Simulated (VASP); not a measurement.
Write the native input for VASP 6.6.1 that does the following.

```yaml
Task: relaxation of cell and atoms
Functional: BLYP
Dispersion: D4
Potentials_or_basis: VASP PAW PBE potentials, release 64 (Au)
Cutoff: 600 eV
k_mesh: 11 × 11 × 11
Occupations: fermi-dirac, width 0.05 eV
Spin: no spin polarisation
Dipole_correction: no
Further_INCAR_settings: ALGO = Normal; EDIFF = 1e-06; IBRION = 2; EDIFFG = -0.01; NSW = 60; ISIF = 3
```

The structure of Au lies in POSCAR:

```
Au
1.0
   -1.6572690000      1.6572690000      1.6572690000
    1.6572690000     -1.6572690000      1.6572690000
    1.6572690000      1.6572690000     -1.6572690000
Au
1
Direct
    0.0000000000      0.0000000000      0.0000000000
```

One way to write it, as run:

INCAR

```
PREC = Accurate ; ENCUT = 600
EDIFF = 1E-6 ; ISMEAR = -1
SIGMA = 0.05 ; LREAL = F
LASPH = T ; NELM = 100
ALGO = Normal ; ISIF = 3
LWAVE = F ; LCHARG = F
GGA = B5 ; ALDAX = 1.0
AGGAX = 1.0 ; AGGAC = 1.0
ALDAC = 0.0 ; IVDW = 13
VDW_S6 = 1.0 ; VDW_S8 = 2.34076671
VDW_A1 = 0.44488865 ; VDW_A2 = 4.0933009
IBRION = 2 ; NSW = 60
EDIFFG = -0.01
```

KPOINTS

```
Automatic mesh
0
Gamma
  11 11 11
```

Potentials or basis: VASP PAW PBE potentials, release 64 (Au).

Command:

```console
$ cat potpaw_PBE.64/Au/POTCAR > POTCAR
$ mpirun -np 1 vasp_std > vasp.out
```

Results of the run:

The relaxed volume is 18.14 Å³/atom. The relaxed cell is a = 2.867 Å, b = 2.867 Å, c = 2.867 Å, α = 109.47°, β = 109.47°, γ = 109.47°. The space group after relaxing (to 0.05 Å) is Im-3m (No. 229). The energy gained by relaxing is 0.1 meV/atom and the ionic steps are 3. The pressure after relaxing is 0.0 GPa and the dispersion energy per atom is -1.226 eV.

Caveat: the PAW data sets were made with another functional, which shifts forces and pressure a little; pairwise dispersion overbinds metals, which lowers pressure and volume.

It took 22 s on 1 thread of Intel(R) Xeon(R) Platinum 8259CL CPU @ 2.50GHz (Skylake/Cascade Lake), with other jobs on the host, peak memory 0.15 GiB.
